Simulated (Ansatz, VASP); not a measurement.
## Zr2HS4 in VASP and in Ansatz

```
CELL_PARAMETERS angstrom
7.29768 0.00000 0.00000
-3.64884 6.31997 0.00000
0.00000 0.00000 20.91715
ATOMIC_POSITIONS crystal
S 0.33333 0.16667 0.19123
S 0.33333 0.66667 0.19123
S 0.83333 0.16667 0.19123
S 0.83333 0.66667 0.19123
S 0.16667 0.33333 0.33069
S 0.16667 0.83333 0.33069
S 0.66667 0.33333 0.33069
S 0.66667 0.83333 0.33069
Zr 0.00000 0.00000 0.26096
Zr 0.00000 0.50000 0.26096
Zr 0.50000 0.00000 0.26096
Zr 0.50000 0.50000 0.26096
H 0.39095 0.78191 0.38280
H 0.44238 0.88476 0.38280
```

Alike in both runs: task single point; functional PBE; dispersion D3(BJ); k mesh 6 × 6 × 1; occupations gaussian, width 0.05 eV; no spin polarisation.

```csv
,VASP,Ansatz
version,VASP 6.6.1,Ansatz 0.2.0
potentials or method,"VASP PAW PBE potentials, release 64 (S, Zr_sv, H), cutoff 400 eV","scalar-relativistic, plane waves, PAW"
valence electrons in the cell,98,98
```

|  | VASP | Ansatz | Ansatz less VASP |
| --- | --- | --- | --- |
| gap on the k mesh at the Fermi level (eV) | 1.09 | 1.09 | +0.003 |
| least direct gap on the mesh (eV) | 1.09 | 1.09 | +0.003 |
| rms of the force components (eV/Å) | 1.120 | 1.115 | -0.0049 |
